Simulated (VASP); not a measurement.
# TiTe2 (P-3m1) in VASP: relaxation of the atoms with PBE+D3(BJ)

Aim: the relaxation of the atoms of TiTe2 with PBE+D3(BJ).

All numbers are computed with VASP 6.6.1; they aren't measurements. Logs are shortened: lines on timing, memory, paths and dates and some standing lists are left out, and cuts for length are marked.

### 1 The cell of the first run

Symmetry: P-3m1, No. 164, trigonal system. Conventional cell: a = 3.777 Å, b = 3.777 Å, c = 6.498 Å, α = 90.00°, β = 90.00°, γ = 120.00°. Ti (site symmetry -3m) has 6 Te at 2.77 Å and 6 Ti at 3.78 Å within 3.8 Å. Te (site symmetry 3m) has 3 Ti at 2.77 Å and 9 Te at 3.78 Å within 3.8 Å.

### 2 Relaxation of the atoms, PBE+D3(BJ)

INCAR reads:

```
PREC     = Accurate       # precision mode
ENCUT    = 520            # plane-wave cutoff, eV
EDIFF    = 1E-6           # SCF threshold, eV
ISMEAR   = 0              # smearing method
SIGMA    = 0.1            # smearing width, eV
LREAL    = F              # projectors in reciprocal space
LASPH    = T              # aspherical terms in the spheres
NELM     = 60             # most SCF steps
ALGO     = Normal         # electronic algorithm
ISIF     = 2              # what is computed and relaxed
LWAVE    = F              # write WAVECAR
LCHARG   = F              # write CHGCAR
GGA      = PE             # functional
IVDW     = 12             # dispersion correction
IBRION   = 2              # ionic algorithm
NSW      = 60             # ionic steps
EDIFFG   = -0.01          # ionic threshold
```

KPOINTS reads:

```
regular mesh
0
Gamma
  12 12 8
```

POSCAR reads:

```
TiTe2
1.0
    3.7770000000      0.0000000000      0.0000000000
   -1.8885000000      3.2709779501      0.0000000000
    0.0000000000      0.0000000000      6.4980000000
Ti Te
1 2
Direct
    0.0000000000      0.0000000000      0.0000000000
    0.6666666667      0.3333333333      0.2628000000
    0.3333333333      0.6666666667      0.7372000000
```

Potentials or basis: VASP PAW PBE potentials, release 64 (Ti_sv, Te).

The run is started by

```sh
$ cat potpaw_PBE.64/Ti_sv/POTCAR potpaw_PBE.64/Te/POTCAR > POTCAR
$ mpirun -np 1 vasp_std > vasp.out
```

OUTCAR:

```text
PREC = Accurate
   ENCUT = 520
   EDIFF = 1E-6
   ISMEAR = 0
   LREAL = F
   LASPH = T
   NELM = 60
   ISIF = 2
   GGA = PE
   IVDW = 12
   IBRION = 2
   NSW = 60
   EDIFFG = -0.01
 IVDW          = 12

 ion  position               nearest neighbor table
   1  0.000  0.000  0.000-   2 2.77   3 2.77   2 2.77   3 2.77   2 2.77   3 2.77
   2  0.667  0.333  0.263-   1 2.77   1 2.77   1 2.77
   3  0.333  0.667  0.737-   1 2.77   1 2.77   1 2.77

  LATTYP: Found a hexagonal cell.
 ALAT       =     3.7770000000
 C/A-ratio  =     1.7204130262

  Lattice vectors:

 A1 = (   3.7770000000,   0.0000000000,   0.0000000000)
 A2 = (  -1.8885000000,   3.2709779501,   0.0000000000)
 A3 = (   0.0000000000,   0.0000000000,   6.4980000000)

Analysis of symmetry for initial positions (statically):
=====================================================================
 Subroutine PRICEL returns:
 Original cell was already a primitive cell.

 Routine SETGRP: Setting up the symmetry group for a
 hexagonal supercell.

 Subroutine GETGRP returns: Found 12 space group operations
 (whereof 12 operations were pure point group operations)
 out of a pool of 24 trial point group operations.

The static configuration has the point symmetry D_3d.

Analysis of symmetry for dynamics (positions and initial velocities):
=====================================================================
 Subroutine PRICEL returns:
 Original cell was already a primitive cell.

 Routine SETGRP: Setting up the symmetry group for a
 hexagonal supercell.

 Subroutine GETGRP returns: Found 12 space group operations
 (whereof 12 operations were pure point group operations)
 out of a pool of 24 trial point group operations.

The dynamic configuration has the point symmetry D_3d.

 Subroutine INISYM returns: Found 12 space group operations
 (whereof 12 operations are pure point group operations),
 and found     1 'primitive' translations

----------------------------------------------------------------------------------------

                                     Primitive cell

  volume of cell :      80.2794

  direct lattice vectors                    reciprocal lattice vectors
     3.777000000  0.000000000  0.000000000     0.264760392  0.152859484  0.000000000
    -1.888500000  3.270977950  0.000000000     0.000000000  0.305718967  0.000000000
     0.000000000  0.000000000  6.498000000     0.000000000  0.000000000  0.153893506

  length of vectors
     3.777000000  3.777000000  6.498000000     0.305718967  0.305718967  0.153893506

  position of ions in fractional coordinates (direct lattice)
     0.000000000  0.000000000  0.000000000
     0.666666667  0.333333333  0.262800000
     0.333333333  0.666666667  0.737200000

  ion indices of the primitive-cell ions
   primitive index   ion index
                 1           1
                 2           2
                 3           3

----------------------------------------------------------------------------------------

 KPOINTS: regular mesh

Automatic generation of k-mesh.
 Grid dimensions read from file:
 generate k-points for:   12   12    8

 Generating k-lattice:

  Cartesian coordinates                     Fractional coordinates (reciprocal lattice)
     0.022063366  0.012738290  0.000000000     0.083333333 -0.000000000  0.000000000
     0.000000000  0.025476581  0.000000000     0.000000000  0.083333333  0.000000000
     0.000000000  0.000000000  0.019236688     0.000000000  0.000000000  0.125000000

  Length of vectors
     0.025476581  0.025476581  0.019236688

  Shift w.r.t. Gamma in fractional coordinates (k-lattice)
     0.000000000  0.000000000  0.000000000

 Subroutine IBZKPT returns following result:
 ===========================================

 Found    131 irreducible k-points:

 Following reciprocal coordinates:
            Coordinates               Weight
  0.000000  0.000000  0.000000      1.000000
  0.083333  0.000000  0.000000      6.000000
  0.166667  0.000000  0.000000      6.000000
  0.250000 -0.000000  0.000000      6.000000
  0.333333  0.000000  0.000000      6.000000
  0.416667  0.000000  0.000000      6.000000
[... 16 lines left out ...]
  0.166667  0.000000  0.125000      6.000000
  0.000000  0.166667  0.125000      6.000000
 [... further k-points ...]
   k-points           NKPTS =    131   k-points in BZ     NKDIM =    131   number of bands    NBANDS=     16
   number of dos      NEDOS =    301   number of ions     NIONS =      3
   total plane-waves  NPLWV =  37632
   dimension x,y,z NGX =    28 NGY =   28 NGZ =   48
   dimension x,y,z NGXF=    56 NGYF=   56 NGZF=   96
   ions per type =               1   2
   NGX,Y,Z   is equivalent  to a cutoff of  12.32, 12.32, 12.28 a.u.
   NGXF,Y,Z  is equivalent  to a cutoff of  24.65, 24.65, 24.56 a.u.
 SYSTEM =  unknown system
   PREC   = accura    normal or accurate (medium, high low for compatibility)
   ISTART =      0    job   : 0-new  1-cont  2-samecut
   ICHARG =      2    charge: 1-file 2-atom 10-const
   ISPIN  =      1    spin polarized calculation?
   LNONCOLLINEAR =      F non collinear calculations
   LSORBIT =      F    spin-orbit coupling
   LASPH  =      T    aspherical Exc in radial PAW
   ENCUT  =  520.0 eV  38.22 Ry    6.18 a.u.   7.02  7.02 12.08*2*pi/ulx,y,z
   NELM   =     60;   NELMIN=  2; NELMDL= -5     # of ELM steps
   EDIFF  = 0.1E-05   stopping-criterion for ELM
   LREAL  =      F    real-space projection
   EDIFFG = -.1E-01   stopping-criterion for IOM
   NSW    =     60    number of steps for IOM
   IBRION =      2    ionic relax: 0-MD 1-quasi-New 2-CG
   NFREE  =      1    steps in history (QN), initial steepest desc. (CG)
   ISIF   =      2    stress and relaxation
   ISYM   =      2    0-nonsym 1-usesym 2-fastsym
   POTIM  = 0.5000    time-step for ionic-motion
   TEBEG  =    0.0;   TEEND  =   0.0 temperature during run
   PSTRESS=    0.0 pullay stress
   NELECT =      24.0000    total number of electrons
   NUPDOWN=      -1.0000    fix difference up-down
   EMIN   =  10.00;   EMAX   =-10.00  energy-range for DOS
   EFERMI =   0.00;   METHOD = LEGACY
   ISMEAR =     0;   SIGMA  =   0.10  broadening in eV -4-tet -1-fermi 0-gaus
   EFERMI_NEDOS =   21; number of points for ismear=-14 and -15
   IALGO  =     38    algorithm
   IMIX   =      4    mixing-type and parameters
     AMIX     =   0.40;   BMIX     =  1.00
     AMIX_MAG =   1.60;   BMIX_MAG =  1.00
  volume/ion in A,a.u.               =      26.76       180.58
  Fermi-wavevector in a.u.,A,eV,Ry     =   1.094655  2.068597 16.303438  1.198269
  Thomas-Fermi vector in A             =   2.230964
   LORBIT       =      0    0 simple, 1 ext, 2 COOP (PROOUT), +10 PAW based schemes
   GGA     = PE    functional components
   LHFCALC =     F    Hartree Fock is set to
   AEXX    =    0.0000 exact exchange contribution
   IVDW    =    12    specifies the selected vdW correction
   LEPSILON=     F    determine dielectric tensor
   LRPA    =     F    only Hartree local field effects (RPA)
 conjugate gradient relaxation of ions
 non-spin polarized calculation
 Gauss-broadening in eV      SIGMA  =   0.10
  energy-cutoff  :      520.00
  volume of cell :       80.28
 maximum number of plane-waves:      2181
   NGX = 13   NGY = 13   NGZ = 25

--------------------------------------- Ionic step        1  -------------------------------------------

 number of electron      23.9999998 magnetization

 Free energy of the ion-electron system (eV)
  ---------------------------------------------------
  ext. energy  EPLUGINS =         0.00000000
  ---------------------------------------------------
  free energy    TOTEN  =       -16.20714271 eV

  energy without entropy =      -16.20043764  energy(sigma->0) =      -16.20379017

------------------------ aborting loop because EDIFF is reached ----------------------------------------

 Edisp (eV)   -1.47475

 E8    (eV) :    -0.6840

  FORCE on cell =-STRESS in cart. coord.  units (eV):
  Direction    XX          YY          ZZ          XY          YZ          ZX
  --------------------------------------------------------------------------------------
  -------------------------------------------------------------------------------------
  Total      -1.18523    -1.18523    -0.68520     0.00000     0.00000     0.00000
  in kB     -23.65421   -23.65421   -13.67494     0.00000     0.00000     0.00000
  external pressure =      -20.33 kB  Pullay stress =        0.00 kB
[... 63 lines left out ...]
  energy  without entropy=      -17.6753738270  energy(sigma->0) =      -17.67871574

--------------------------------------- Ionic step        3  -------------------------------------------

 number of electron      23.9999998 magnetization

 Free energy of the ion-electron system (eV)
  ---------------------------------------------------
  ext. energy  EPLUGINS =         0.00000000
  ---------------------------------------------------
  free energy    TOTEN  =       -16.20731842 eV

  energy without entropy =      -16.20065839  energy(sigma->0) =      -16.20398841

 E-fermi :   6.8454     XC(G=0):  -9.8633

 val. band max:        6.8390055473   @ k =   0.5000  -0.0000   0.0000
 cond. band min:       6.8557767583   @ k =   0.0000   0.0833   0.3750
 fundamental gap:      0.0167712110
 Fermi energy:         6.8453954904

 k-point     1 :       0.0000    0.0000    0.0000
  band No.  band energies     occupation
      1     -50.6658      2.00000
      2     -26.9246      2.00000
      3     -26.9246      2.00000
      4     -26.8783      2.00000
      5      -5.5783      2.00000
      6      -4.0755      2.00000
[... 8 lines left out ...]
     15       7.8954      0.00000
     16       9.8597      0.00000
[... 420 lines left out ...]
  band No.  band energies     occupation
      1     -50.6650      2.00000
      2     -26.9351      2.00000
      3     -26.9271      2.00000
      4     -26.8760      2.00000
      5      -5.2366      2.00000
      6      -3.9996      2.00000
[... 8 lines left out ...]
     15       8.0406      0.00000
     16       9.5333      0.00000

 [... further k-points ...]

------------------------ aborting loop because EDIFF is reached ----------------------------------------

 Edisp (eV)   -1.47481

 E8    (eV) :    -0.6840

  FORCE on cell =-STRESS in cart. coord.  units (eV):
  Direction    XX          YY          ZZ          XY          YZ          ZX
  --------------------------------------------------------------------------------------
  -------------------------------------------------------------------------------------
  Total      -1.24784    -1.24784    -0.80503     0.00000    -0.00000     0.00000
  in kB     -24.90381   -24.90381   -16.06642     0.00000    -0.00000     0.00000
  external pressure =      -21.96 kB  Pullay stress =        0.00 kB
[... 18 lines left out ...]
  FREE ENERGIE OF THE ION-ELECTRON SYSTEM (eV)
  ---------------------------------------------------
  free  energy   TOTEN  =       -17.6821237979 eV

  energy  without entropy=      -17.6754637670  energy(sigma->0) =      -17.67879378

 reached required accuracy - stopping structural energy minimisation
```

It took 2.6 min on 1 thread of AMD EPYC 9R45 (Zen 5), shared host; peak memory 0.3 GiB.

What came out:

```
Free energy                : -17.6821 eV
Energy gained by relaxing  : 0.1 meV/atom
Ionic steps                : 3
Pressure after relaxing    : -2.2 GPa
Band gap on the k mesh     : zero (bands 12 and 13 overlap by 0.67 eV)
Dispersion energy per atom : -0.492 eV
```

The path:
| step | energy change (eV) | largest force (eV/Å) | pressure (GPa) |
| --- | --- | --- | --- |
| 1 | 0.0000 | 0.0468 | -2.03 |
| 2 | -0.0002 | 0.0255 | -2.09 |
| 3 | -0.0002 | 0.0001 | -2.20 |

Final structure:
```
Ti Te
1.0
     3.77700    0.00000    0.00000
    -1.88850    3.27098    0.00000
     0.00000    0.00000    6.49800
Ti Te
1 2
Direct
  0.00000 0.00000 0.00000
  0.66667 0.33333 0.26356
  0.33333 0.66667 0.73644
```

Caveat: spin-orbit coupling is left out, which moves the levels of the heavy elements.
